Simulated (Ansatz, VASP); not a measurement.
# CaCo: VASP beside Ansatz

Contents of INCAR:

```
PREC = Accurate
ENCUT = 600
EDIFF = 1E-6
ISMEAR = 0
SIGMA = 0.1
LREAL = False
LASPH = True
NELM = 150
ALGO = Normal
ISIF = 3
LWAVE = False
LCHARG = False
ISPIN = 2
MAGMOM = 0 1.03
LORBIT = 11
LMAXMIX = 4
GGA = PE
IBRION = 2
NSW = 90
EDIFFG = -0.04
```

The input KPOINTS:

```
regular mesh
0
Gamma
  6 6 6
```

Contents of POSCAR:

```
CaCo
1.0
    0.0000000000      2.7745826170      2.7745826170
    2.7745826170      0.0000000000      2.7745826170
    2.7745826170      2.7745826170      0.0000000000
Ca Co
1 1
Direct
    0.0000000000      0.0000000000      0.0000000000
    0.7500000000      0.7500000000      0.7500000000
```

Input for Ansatz:

```yaml
crystal:
  lattice:
    - [0.0, 2.774582617, 2.774582617]
    - [2.774582617, 0.0, 2.774582617]
    - [2.774582617, 2.774582617, 0.0]
  atoms:
    - { symbol: Ca, position: [0.0, 0.0, 0.0] }
    - { symbol: Co, position: [0.75, 0.75, 0.75], spin: 1.03 }
basis:
  ecutwfc: 420
kpoints:
  mp_grid: { grid: [6, 6, 6] }
hamiltonian:
  xc: pbe
scf:
  occupations: { method: gaussian, width: 0.1 }
  lower_state_search: "off"
output:
  forces: true
  stress: true
  eigenvalues: true
  populations: true
magnetization:
  spin_polarized: true
relax:
  adjacent_minimum: "off"
  f_tol: 0.04
  max_steps: 70
  cell: { stress_tol: 0.4 }
```

Alike in both runs: task relaxation of cell and atoms; functional PBE; k mesh 6 × 6 × 6; occupations gaussian, width 0.1 eV; collinear spin.

|  | VASP | Ansatz |
| --- | --- | --- |
| version | VASP 6.6.1 | Ansatz 0.2.0 |
| potentials or method | VASP PAW PBE potentials, release 64 (Ca_sv, Co), cutoff 600 eV | scalar-relativistic, plane waves, PAW |
| valence electrons in the cell | 19 | 27 |

Ansatz gave:

* gap on the k mesh at the Fermi level, each at its own relaxed structure (eV): none
* net moment per atom (μB): 0.53
* size of the moment on the site where the two differ most (μB): 1.40
* relaxed volume (Å³/atom): 31.81
* relaxed cell length with the largest relative difference (Å): 4.481

Which values does VASP return?

gap on the k mesh at the Fermi level, each at its own relaxed structure (eV): none; net moment per atom (μB): 0.53; size of the moment on the site where the two differ most (μB): 1.40; relaxed volume (Å³/atom): 32.19; relaxed cell length with the largest relative difference (Å): 4.498.

Site moments also hang on the region over which each program counts them. A gap of «none» marks a metal or a gap that the smearing closes. VASP's potentials hold 19 valence electrons a cell and Ansatz's 27, so a difference there can come from the potentials and not from the codes.

Noted on VASP's run: the volume moved by over 15 % at a fixed basis, so the end points are rough.
